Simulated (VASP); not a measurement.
A run of VASP 6.6.1 is set up as follows.

Contents of INCAR:

```
  ALGO = Normal
  EDIFF = 1E-6
  ENCUT = 500
  GGA = PE
  GGA_COMPAT = F
  ISIF = 2
  ISMEAR = -1
  ISPIN = 2
  LASPH = T
  LCHARG = F
  LMAXMIX = 4
  LORBIT = 11
  LREAL = F
  LWAVE = F
  MAGMOM = 0.05 0 0
  NBANDS = 23
  NELM = 200
  PREC = Accurate
  SIGMA = 0.02
```

The input KPOINTS:

```
k-points
0
Gamma
  6 6 6
```

Contents of POSCAR:

```
TiTe2
1.0
    1.8800618742      1.0854542292      6.8151508202
   -1.8800618742      1.0854542292      6.8151508202
    0.0000000000     -2.1709084583      6.8151508202
Ti Te
1 2
Direct
   -0.0003050365     -0.0003050365     -0.0003050365
    0.4191340035      0.4191340035      0.4191340035
    0.2478376996      0.2478376996      0.2478376996
```

Potentials or basis: VASP PAW PBE potentials, release 64 (Ti_sv, Te).

Run with:

```bash
$ cat potpaw_PBE.64/Ti_sv/POTCAR potpaw_PBE.64/Te/POTCAR > POTCAR
$ mpirun -np 1 vasp_std > vasp.out
```

Question: Predict the pressure.

Answer: 1.0 GPa.

Question: Estimate the net moment.

Answer: 0.02 μB per cell.

Question: What does it give for the largest force?

Answer: 0.149 eV/Å.

Forces on the atoms (eV/Å):
```
Ti   0.000  0.000 -0.011
Te   0.000  0.000  0.149
Te   0.000  0.000 -0.138
```
